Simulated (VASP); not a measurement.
# B4Pd (P-6m2) in VASP: further runs

Runs on B4Pd. Level: PBE. Tasks: single point, relaxation of cell and atoms.

Everything below comes from runs of VASP 6.6.1. Logs are shortened: lines on timing, memory, paths and dates and some standing lists are left out, and cuts for length are marked.

## Step 1: The cell of the first run

Symmetry: P-6m2, No. 187, hexagonal system. The conventional cell has a = 2.922 Å, b = 2.922 Å, c = 6.202 Å, α = 90.00°, β = 90.00°, γ = 120.00°. Within 2.1 Å of B (site symmetry 3m) lie 1 B at 1.59 Å. Within 2.2 Å of B (site symmetry -6m2) lie 3 B at 1.69 Å. Within 2.1 Å of B (site symmetry -6m2) lie 5 B at 1.59 to 1.69 Å. Pd (site symmetry -6m2) has 6 B at 2.26 Å and 6 Pd at 2.92 Å within 3.0 Å.

The cell was built from a structure type or drawn by symmetry, and may not be a known phase.

## Step 2: Single point, PBE

Contents of INCAR:

```
  ALGO = Normal
  EDIFF = 1E-7
  ENCUT = 520
  GGA = PE
  ISIF = 2
  ISMEAR = 0
  LASPH = T
  LCHARG = F
  LREAL = F
  LWAVE = F
  NBANDS = 19
  NELM = 80
  PREC = Accurate
  SIGMA = 0.1
```

Contents of KPOINTS:

```
k-points
0
Gamma
  6 6 4
```

Contents of POSCAR:

```
B4Pd
1.0
    2.9217321825      0.0000000000      0.0000000000
   -1.4608660913      2.5302942931      0.0000000000
    0.0000000000      0.0000000000      6.2022259100
B Pd
4 1
Direct
    0.3333333333      0.6666666667      0.2435989236
    0.3333333333      0.6666666667      0.7564010764
    0.6666666667      0.3333333333      0.5000000000
    0.3333333333      0.6666666667      0.5000000000
    0.0000000000      0.0000000000      0.0000000000
```

Potentials or basis: VASP PAW PBE potentials, release 64 (B, Pd).

The run is started by

```console
> cat potpaw_PBE.64/B/POTCAR potpaw_PBE.64/Pd/POTCAR > POTCAR
> mpirun -np 1 vasp_std > vasp.out
```

OUTCAR:

```text
EDIFF = 1E-7
   ENCUT = 520
   GGA = PE
   ISIF = 2
   ISMEAR = 0
   LASPH = T
   LREAL = F
   NELM = 80
   PREC = Accurate

 ion  position               nearest neighbor table
   1  0.333  0.667  0.244-   4 1.59   5 2.26   5 2.26   5 2.26
   2  0.333  0.667  0.756-   4 1.59   5 2.26   5 2.26   5 2.26
   3  0.667  0.333  0.500-   4 1.69   4 1.69   4 1.69
   4  0.333  0.667  0.500-   1 1.59   2 1.59   3 1.69   3 1.69   3 1.69
   5  0.000  0.000  0.000-   1 2.26   2 2.26   1 2.26   2 2.26   1 2.26   2 2.26

  LATTYP: Found a hexagonal cell.
 ALAT       =     2.9217321825
 C/A-ratio  =     2.1227907017

  Lattice vectors:

 A1 = (   2.9217321825,   0.0000000000,   0.0000000000)
 A2 = (  -1.4608660913,   2.5302942931,   0.0000000000)
 A3 = (   0.0000000000,   0.0000000000,   6.2022259100)

Analysis of symmetry for initial positions (statically):
=====================================================================
 Subroutine PRICEL returns:
 Original cell was already a primitive cell.

 Routine SETGRP: Setting up the symmetry group for a
 hexagonal supercell.

 Subroutine GETGRP returns: Found 12 space group operations
 (whereof 12 operations were pure point group operations)
 out of a pool of 24 trial point group operations.

The static configuration has the point symmetry D_3h.

Analysis of symmetry for dynamics (positions and initial velocities):
=====================================================================
 Subroutine PRICEL returns:
 Original cell was already a primitive cell.

 Routine SETGRP: Setting up the symmetry group for a
 hexagonal supercell.

 Subroutine GETGRP returns: Found 12 space group operations
 (whereof 12 operations were pure point group operations)
 out of a pool of 24 trial point group operations.

The dynamic configuration has the point symmetry D_3h.

 Subroutine INISYM returns: Found 12 space group operations
 (whereof 12 operations are pure point group operations),
 and found     1 'primitive' translations

----------------------------------------------------------------------------------------

                                     Primitive cell

  volume of cell :      45.8521

  direct lattice vectors                    reciprocal lattice vectors
     2.921732182  0.000000000  0.000000000     0.342262719  0.197605473  0.000000000
    -1.460866091  2.530294293  0.000000000     0.000000000  0.395210946  0.000000000
     0.000000000  0.000000000  6.202225910     0.000000000  0.000000000  0.161232437

  length of vectors
     2.921732182  2.921732183  6.202225910     0.395210946  0.395210946  0.161232437

  position of ions in fractional coordinates (direct lattice)
     0.333333333  0.666666667  0.243598924
     0.333333333  0.666666667  0.756401076
     0.666666667  0.333333333  0.500000000
     0.333333333  0.666666667  0.500000000
     0.000000000  0.000000000  0.000000000

  ion indices of the primitive-cell ions
   primitive index   ion index
                 1           1
                 2           2
                 3           3
                 4           4
                 5           5

----------------------------------------------------------------------------------------

 KPOINTS: k-points

Automatic generation of k-mesh.
 Grid dimensions read from file:
 generate k-points for:    6    6    4

 Generating k-lattice:

  Cartesian coordinates                     Fractional coordinates (reciprocal lattice)
     0.057043786  0.032934245  0.000000000     0.166666667  0.000000000  0.000000000
     0.000000000  0.065868491  0.000000000     0.000000000  0.166666667  0.000000000
     0.000000000  0.000000000  0.040308109     0.000000000  0.000000000  0.250000000

  Length of vectors
     0.065868491  0.065868491  0.040308109

  Shift w.r.t. Gamma in fractional coordinates (k-lattice)
     0.000000000  0.000000000  0.000000000

 Subroutine IBZKPT returns following result:
 ===========================================

 Found     21 irreducible k-points:

 Following reciprocal coordinates:
            Coordinates               Weight
  0.000000  0.000000  0.000000      1.000000
  0.166667  0.000000  0.000000      6.000000
  0.333333  0.000000  0.000000      6.000000
  0.500000  0.000000  0.000000      3.000000
  0.166667  0.166667  0.000000      6.000000
  0.333333  0.166667  0.000000     12.000000
[... 13 lines left out ...]
  0.333333  0.166667  0.500000     12.000000
  0.333333  0.333333  0.500000      2.000000
   k-points           NKPTS =     21   k-points in BZ     NKDIM =     21   number of bands    NBANDS=     19
   number of dos      NEDOS =    301   number of ions     NIONS =      5
   total plane-waves  NPLWV =  27648
   dimension x,y,z NGX =    24 NGY =   24 NGZ =   48
   dimension x,y,z NGXF=    48 NGYF=   48 NGZF=   96
   ions per type =               4   1
   NGX,Y,Z   is equivalent  to a cutoff of  13.66, 13.66, 12.87 a.u.
   NGXF,Y,Z  is equivalent  to a cutoff of  27.31, 27.31, 25.73 a.u.
 SYSTEM =  unknown system
   PREC   = accura    normal or accurate (medium, high low for compatibility)
   ISTART =      0    job   : 0-new  1-cont  2-samecut
   ICHARG =      2    charge: 1-file 2-atom 10-const
   ISPIN  =      1    spin polarized calculation?
   LNONCOLLINEAR =      F non collinear calculations
   LSORBIT =      F    spin-orbit coupling
   LASPH  =      T    aspherical Exc in radial PAW
   ENCUT  =  520.0 eV  38.22 Ry    6.18 a.u.   5.43  5.43 11.53*2*pi/ulx,y,z
   NELM   =     80;   NELMIN=  2; NELMDL= -5     # of ELM steps
   EDIFF  = 0.1E-06   stopping-criterion for ELM
   LREAL  =      F    real-space projection
   EDIFFG = 0.1E-05   stopping-criterion for IOM
   NSW    =      0    number of steps for IOM
   IBRION =     -1    ionic relax: 0-MD 1-quasi-New 2-CG
   NFREE  =      0    steps in history (QN), initial steepest desc. (CG)
   ISIF   =      2    stress and relaxation
   ISYM   =      2    0-nonsym 1-usesym 2-fastsym
   POTIM  = 0.5000    time-step for ionic-motion
   TEBEG  =    0.0;   TEEND  =   0.0 temperature during run
   PSTRESS=    0.0 pullay stress
   NELECT =      22.0000    total number of electrons
   NUPDOWN=      -1.0000    fix difference up-down
   EMIN   =  10.00;   EMAX   =-10.00  energy-range for DOS
   EFERMI =   0.00;   METHOD = LEGACY
   ISMEAR =     0;   SIGMA  =   0.10  broadening in eV -4-tet -1-fermi 0-gaus
   EFERMI_NEDOS =   21; number of points for ismear=-14 and -15
   IALGO  =     38    algorithm
   IMIX   =      4    mixing-type and parameters
     AMIX     =   0.40;   BMIX     =  1.00
     AMIX_MAG =   1.60;   BMIX_MAG =  1.00
  volume/ion in A,a.u.               =       9.17        61.89
  Fermi-wavevector in a.u.,A,eV,Ry     =   1.281630  2.421930 22.348601  1.642576
  Thomas-Fermi vector in A             =   2.413989
   LORBIT       =      0    0 simple, 1 ext, 2 COOP (PROOUT), +10 PAW based schemes
   GGA     = PE    functional components
   LHFCALC =     F    Hartree Fock is set to
   AEXX    =    0.0000 exact exchange contribution
   IVDW    =     0    specifies the selected vdW correction
   LEPSILON=     F    determine dielectric tensor
   LRPA    =     F    only Hartree local field effects (RPA)
 non-spin polarized calculation
 Gauss-broadening in eV      SIGMA  =   0.10
  energy-cutoff  :      520.00
  volume of cell :       45.85
 maximum number of plane-waves:      1265
 NGX is ok and might be reduce to    24
   NGX = 11   NGY = 11   NGZ = 23

 number of electron      22.0000005 magnetization

 Free energy of the ion-electron system (eV)
  ---------------------------------------------------
  ext. energy  EPLUGINS =         0.00000000
  ---------------------------------------------------
  free energy    TOTEN  =       -29.85518498 eV

  energy without entropy =      -29.85157864  energy(sigma->0) =      -29.85338181

 E-fermi :   7.1790     XC(G=0): -12.0374

 val. band max:        7.1708911661   @ k =   0.0000   0.0000   0.0000
 cond. band min:       7.3858313296   @ k =   0.3333   0.0000   0.5000
 fundamental gap:      0.2149401635
 Fermi energy:         7.1789604794

 k-point     1 :       0.0000    0.0000    0.0000
  band No.  band energies     occupation
      1      -6.6214      2.00000
      2      -2.7046      2.00000
      3      -1.6222      2.00000
      4       2.6048      2.00000
      5       2.9691      2.00000
      6       2.9691      2.00000
[... 11 lines left out ...]
     18      16.8278      0.00000
     19      16.8423      0.00000

 k-point     2 :       0.1667    0.0000    0.0000
  band No.  band energies     occupation
      1      -6.1176      2.00000
      2      -2.2916      2.00000
      3      -1.0102      2.00000
      4       2.5960      2.00000
      5       2.8359      2.00000
      6       2.8941      2.00000
[... 11 lines left out ...]
     18      15.6753      0.00000
     19      17.8557      0.00000

 k-point     3 :       0.3333    0.0000    0.0000
  band No.  band energies     occupation
      1      -4.6523      2.00000
      2      -1.2551      2.00000
      3       0.1081      2.00000
      4       1.1899      2.00000
      5       2.1954      2.00000
      6       2.7940      2.00000
[... 11 lines left out ...]
     18      15.2415      0.00000
     19      18.6904      0.00000

 k-point     4 :       0.5000    0.0000    0.0000
  band No.  band energies     occupation
      1      -2.8916      2.00000
      2      -1.3582      2.00000
      3      -0.5819      2.00000
      4       0.4969      2.00000
      5       2.4220      2.00000
      6       3.1565      2.00000
[... 341 lines left out ...]
     18      16.3949      0.00000
     19      18.1322      0.00000

 k-point    20 :       0.3333    0.1667    0.5000
  band No.  band energies     occupation
      1      -3.2925      2.00000
      2      -0.5147      2.00000
      3      -0.1329      2.00000
      4       1.1279      2.00000
      5       1.4381      2.00000
      6       2.3453      2.00000
[... 11 lines left out ...]
     18      17.3361      0.00000
     19      17.8988      0.00000

 k-point    21 :       0.3333    0.3333    0.5000
  band No.  band energies     occupation
      1      -2.1201      2.00000
      2      -0.5377      2.00000
      3       0.2322      2.00000
      4       0.9447      2.00000
      5       1.3351      2.00000
      6       2.5674      2.00000
[... 11 lines left out ...]
     18      16.4506      0.00000
     19      18.7706      0.00000

------------------------ aborting loop because EDIFF is reached ----------------------------------------

  FORCE on cell =-STRESS in cart. coord.  units (eV):
  Direction    XX          YY          ZZ          XY          YZ          ZX
  --------------------------------------------------------------------------------------
  -------------------------------------------------------------------------------------
  Total       -0.0357774     -0.0357774     -0.0663741      0.0000000      0.0000000      0.0000000
  in kB       -1.2501436     -1.2501436     -2.3192645      0.0000000      0.0000000      0.0000000
  external PRESSURE =      -1.6065173 kB  Pullay stress =       0.0000000 kB

 VOLUME and BASIS-vectors are now :
 -----------------------------------------------------------------------------
  energy-cutoff  :      520.00
  volume of cell :       45.85
      direct lattice vectors                 reciprocal lattice vectors
     2.921732182  0.000000000  0.000000000     0.342262719  0.197605473  0.000000000
    -1.460866091  2.530294293  0.000000000     0.000000000  0.395210946  0.000000000
     0.000000000  0.000000000  6.202225910     0.000000000  0.000000000  0.161232437

 POSITION                                       TOTAL-FORCE (eV/Angst)
 -----------------------------------------------------------------------------------
     -0.00000      1.68686      1.51086        -0.000000      0.000000      0.006022
     -0.00000      1.68686      4.69137         0.000000      0.000000     -0.006022
      1.46087      0.84343      3.10111         0.000000     -0.000000      0.000000
     -0.00000      1.68686      3.10111         0.000000      0.000000      0.000000
      0.00000      0.00000      0.00000        -0.000000      0.000000      0.000000
 -----------------------------------------------------------------------------------
    total drift:                                0.000000     -0.000000      0.000000

  FREE ENERGIE OF THE ION-ELECTRON SYSTEM (eV)
  ---------------------------------------------------
  free  energy   TOTEN  =       -29.8551849751 eV

  energy  without entropy=      -29.8515786397  energy(sigma->0) =      -29.85338181
```

Run time: 26 s. Hardware: 1 thread of Intel Xeon 8259CL, shared host; peak memory 0.17 GiB.

Results:

| Quantity | Value |
| --- | --- |
| Free energy | -29.8552 eV |
| Pressure | -0.2 GPa |
| Largest force | 0.006 eV/Å |
| Band gap on the k mesh | zero (bands 11 and 12 overlap by 0.11 eV) |

Forces on the atoms (eV/Å):
```
B    0.000  0.000  0.006
B    0.000  0.000 -0.006
B    0.000  0.000  0.000
B    0.000  0.000  0.000
Pd   0.000  0.000  0.000
```

Caveat: the k points lie up to 0.41 Å⁻¹ apart.

[end of part 1 of 2]
